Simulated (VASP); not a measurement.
# MgS (F-43m) in VASP: further runs, part 2 of 2

VASP 6.6.1.

## (3) Relaxation of cell and atoms, r2SCAN

This run uses another cell than the first one, of 22.67 Å³/atom.

Input file POSCAR:

```
MgS
1.0
    0.0000000000      2.8300000000      2.8300000000
    2.8300000000      0.0000000000      2.8300000000
    2.8300000000      2.8300000000      0.0000000000
Mg S
1 1
Direct
    0.0000000000      0.0000000000      0.0000000000
    0.2500000000      0.2500000000      0.2500000000
```

Input file INCAR.step1:

```
PREC = Accurate ; ENCUT = 660
ISMEAR = 0 ; SIGMA = 0.02
LREAL = F ; LASPH = T
NELM = 120 ; GGA = PE
ALGO = Normal ; EDIFF = 1E-5
LWAVE = T ; LCHARG = F
GGA_COMPAT = F ; IBRION = 2
ISIF = 3 ; EDIFFG = -0.005
NELMIN = 4 ; NSW = 100
```

Input file INCAR.step2:

```
PREC = Accurate ; ENCUT = 660
EDIFF = 1E-7 ; ISMEAR = 0
SIGMA = 0.02 ; LREAL = F
LASPH = T ; NELM = 120
ALGO = Normal ; ISIF = 3
LWAVE = F ; LCHARG = F
METAGGA = R2SCAN ; LMIXTAU = T
IBRION = 2 ; NSW = 100
EDIFFG = -0.002 ; ISTART = 1
GGA_COMPAT = F ; NELMIN = 4
```

Input file KPOINTS:

```
regular mesh
0
Gamma
  8 8 8
```

Potentials or basis: VASP PAW PBE potentials, release 64 (Mg, S).

The run is started by

```
$ cat potpaw_PBE.64/Mg/POTCAR potpaw_PBE.64/S/POTCAR > POTCAR
$ cp INCAR.step1 INCAR
$ mpirun -np 1 vasp_std > vasp.out
$ cp INCAR.step2 INCAR
$ mpirun -np 1 vasp_std > vasp.out
```

OUTCAR:

```text
PREC = Accurate
   ENCUT = 660
   EDIFF = 1E-7
   ISMEAR = 0
   LREAL = F
   LASPH = T
   NELM = 120
   ISIF = 3
   METAGGA = R2SCAN
   IBRION = 2
   NSW = 100
   EDIFFG = -0.002
   ISTART = 1
   NELMIN = 4

 ion  position               nearest neighbor table
   1  0.000  0.000  0.000-   2 2.45   2 2.45   2 2.45   2 2.45
   2  0.250  0.250  0.250-   1 2.45   1 2.45   1 2.45   1 2.45

  LATTYP: Found a face centered cubic cell.
 ALAT       =     5.6600000000

  Lattice vectors:

 A1 = (   0.0000000000,   2.8300000000,   2.8300000000)
 A2 = (   2.8300000000,   0.0000000000,   2.8300000000)
 A3 = (   2.8300000000,   2.8300000000,   0.0000000000)

Analysis of symmetry for initial positions (statically):
=====================================================================
 Subroutine PRICEL returns:
 Original cell was already a primitive cell.

 Routine SETGRP: Setting up the symmetry group for a
 face centered cubic supercell.

 Subroutine GETGRP returns: Found 24 space group operations
 (whereof 24 operations were pure point group operations)
 out of a pool of 48 trial point group operations.

The static configuration has the point symmetry T_d .

Analysis of symmetry for dynamics (positions and initial velocities):
=====================================================================
 Subroutine PRICEL returns:
 Original cell was already a primitive cell.

 Routine SETGRP: Setting up the symmetry group for a
 face centered cubic supercell.

 Subroutine GETGRP returns: Found 24 space group operations
 (whereof 24 operations were pure point group operations)
 out of a pool of 48 trial point group operations.

The dynamic configuration has the point symmetry T_d .

 Subroutine INISYM returns: Found 24 space group operations
 (whereof 24 operations are pure point group operations),
 and found     1 'primitive' translations

[... 130 lines left out ...]
 maximum number of plane-waves:      1807
 NGX is ok and might be reduce to    36
   NGX = 17   NGY = 17   NGZ = 17

--------------------------------------- Ionic step        1  -------------------------------------------

 number of electron       8.0000000 magnetization

 Free energy of the ion-electron system (eV)
  ---------------------------------------------------
  ext. energy  EPLUGINS =         0.00000000
  ---------------------------------------------------
  free energy    TOTEN  =       -15.45144671 eV

  energy without entropy =      -15.45144671  energy(sigma->0) =      -15.45144671

------------------------ aborting loop because EDIFF is reached ----------------------------------------

  FORCE on cell =-STRESS in cart. coord.  units (eV):
  Direction    XX          YY          ZZ          XY          YZ          ZX
  --------------------------------------------------------------------------------------
  -------------------------------------------------------------------------------------
  Total       -0.0561195     -0.0561195     -0.0561195     -0.0000000     -0.0000000      0.0000000
  in kB       -1.9835117     -1.9835117     -1.9835117     -0.0000000     -0.0000000      0.0000000
  external PRESSURE =      -1.9835117 kB  Pullay stress =       0.0000000 kB
[... 59 lines left out ...]
--------------------------------------- Ionic step        3  -------------------------------------------

 number of electron       8.0000000 magnetization

 Free energy of the ion-electron system (eV)
  ---------------------------------------------------
  ext. energy  EPLUGINS =         0.00000000
  ---------------------------------------------------
  free energy    TOTEN  =       -15.45154413 eV

  energy without entropy =      -15.45154413  energy(sigma->0) =      -15.45154413

 E-fermi :   0.9418     XC(G=0):  -8.7932

 val. band max:        0.7952883233   @ k =   0.0000   0.0000   0.0000
 cond. band min:       4.9478324420   @ k =   0.0000   0.0000   0.0000
 fundamental gap:      4.1525441186
 Fermi energy:         0.9418371874

 k-point     1 :       0.0000    0.0000    0.0000
  band No.  band energies     occupation
      1     -10.9582      2.00000
      2       0.7953      2.00000
      3       0.7953      2.00000
      4       0.7953      2.00000
      5       4.9478      0.00000
      6       9.4006      0.00000
      7       9.4006      0.00000
      8       9.4006      0.00000
[... 243 lines left out ...]
 k-point    24 :      -0.3750    0.2500    0.1250
  band No.  band energies     occupation
      1     -10.1410      2.00000
      2      -2.0030      2.00000
      3      -0.5072      2.00000
      4       0.1396      2.00000
      5       7.3869      0.00000
      6       7.9545      0.00000
      7      10.2799      0.00000
      8      10.3062      0.00000

 [... further k-points ...]

------------------------ aborting loop because EDIFF is reached ----------------------------------------

  FORCE on cell =-STRESS in cart. coord.  units (eV):
  Direction    XX          YY          ZZ          XY          YZ          ZX
  --------------------------------------------------------------------------------------
  -------------------------------------------------------------------------------------
  Total        0.0021304      0.0021304      0.0021304     -0.0000000      0.0000000     -0.0000000
  in kB        0.0755505      0.0755505      0.0755505     -0.0000000      0.0000000     -0.0000000
  external PRESSURE =       0.0755505 kB  Pullay stress =       0.0000000 kB
[... 17 lines left out ...]
  FREE ENERGIE OF THE ION-ELECTRON SYSTEM (eV)
  ---------------------------------------------------
  free  energy   TOTEN  =       -15.4515441262 eV

  energy  without entropy=      -15.4515441262  energy(sigma->0) =      -15.45154413

 reached required accuracy - stopping structural energy minimisation
```

OUTCAR.step1:

```text
PREC = Accurate
   ENCUT = 660
   ISMEAR = 0
   LREAL = F
   LASPH = T
   NELM = 120
   GGA = PE
[... 556 lines left out ...]
  -------------------------------------------------------------------------------------
  Total       -0.0000968     -0.0000968     -0.0000968      0.0000000      0.0000000      0.0000000
  in kB       -0.0033628     -0.0033628     -0.0033628      0.0000000      0.0000000      0.0000000
  external PRESSURE =      -0.0033628 kB  Pullay stress =       0.0000000 kB
[... 17 lines left out ...]
  FREE ENERGIE OF THE ION-ELECTRON SYSTEM (eV)
  ---------------------------------------------------
  free  energy   TOTEN  =        -8.4733497576 eV

  energy  without entropy=       -8.4733497576  energy(sigma->0) =       -8.47334976

 reached required accuracy - stopping structural energy minimisation
```

Wall time 2.5 min (1 thread of AMD EPYC 7R13 (Zen 3), shared host); peak memory 0.2 GiB.

What came out:

```
Free energy                           : -15.4515 eV
Relaxed volume                        : 22.59 Å³/atom
Relaxed cell                          : a = 3.998 Å, b = 3.998 Å, c = 3.998 Å, α = 60.00°, β = 60.00°, γ = 60.00°
Space group after relaxing (to 0.1 Å) : F-43m (No. 216)
Energy gained by relaxing             : 0.0 meV/atom
Ionic steps                           : 3
Pressure after relaxing               : 0.0 GPa
Band gap on the k mesh                : 4.15 eV
```

Final structure:
```yaml
crystal:
  lattice:
    - [0.00000, 2.82682, 2.82682]
    - [2.82682, 0.00000, 2.82682]
    - [2.82682, 2.82682, 0.00000]
  atoms:
    - { symbol: Mg, position: [0.00000, 0.00000, 0.00000] }
    - { symbol: S, position: [0.25000, 0.25000, 0.25000] }
```

Levels at points of the mesh, in eV from the valence-band top:
```csv
k point,band 1,band 2,band 3,band 4,band 5,band 6,band 7,band 8
"(0.00, 0.00, 0.00)",-11.75,0.00,0.00,0.00,4.15,8.61,8.61,8.61
"(0.50, 0.00, 0.00)",-11.05,-3.16,-0.33,-0.33,5.81,8.22,8.22,9.29
"(0.50, 0.50, 0.00)",-10.82,-2.83,-1.05,-1.05,4.32,6.26,12.18,13.31
```

Caveat: the PAW data sets were made with another functional, which shifts forces and pressure a little.
